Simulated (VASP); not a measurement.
NaH: single point with r2SCAN

NaH:

```
CELL_PARAMETERS angstrom
2.95512 0.00000 0.00000
0.00000 2.95512 0.00000
0.00000 0.00000 2.95512
ATOMIC_POSITIONS crystal
Na 0.00000 0.00000 0.00000
H 0.50000 0.50000 0.50000
```

```json
{
  "Program": "VASP 6.6.1",
  "Task": "single point",
  "Functional": "r2SCAN",
  "Potentials or basis": "VASP PAW PBE potentials, release 64 (Na_pv, H)",
  "Cutoff": "520 eV",
  "k mesh": "6 × 6 × 6",
  "Occupations": "gaussian, width 0.01 eV",
  "Spin": "no spin polarisation",
  "Dipole correction": "no",
  "Further INCAR settings": "ALGO = Normal; EDIFF = 1e-06; NBANDS = 11"
}
```

* Pressure: -0.9 GPa
* Band gap on the k mesh: 1.60 eV, indirect (least direct gap 5.10 eV)

Levels at points of the mesh, in eV from the valence-band top:
```csv
k point,band 1,band 2,band 3,band 4,band 5,band 6,band 7,band 8
"(0.00, 0.00, 0.00)",-25.48,-25.48,-25.48,-5.96,9.68,11.58,11.58,13.28
"(0.50, 0.00, 0.00)",-25.65,-25.47,-25.47,-3.49,1.60,11.94,14.78,15.09
"(0.50, 0.50, 0.00)",-25.62,-25.62,-25.46,-1.82,4.81,4.81,7.75,15.66
"(0.50, 0.50, 0.50)",-25.60,-25.60,-25.60,0.00,7.28,7.28,7.28,10.09
```

It took 14 s on 1 thread of Intel(R) Xeon(R) Platinum 8259CL CPU @ 2.50GHz (Skylake/Cascade Lake), with other jobs on the host, peak memory 0.13 GiB.

Caveat: the PAW data sets were made with another functional, which shifts forces and pressure a little. A k mesh can miss the band edges.
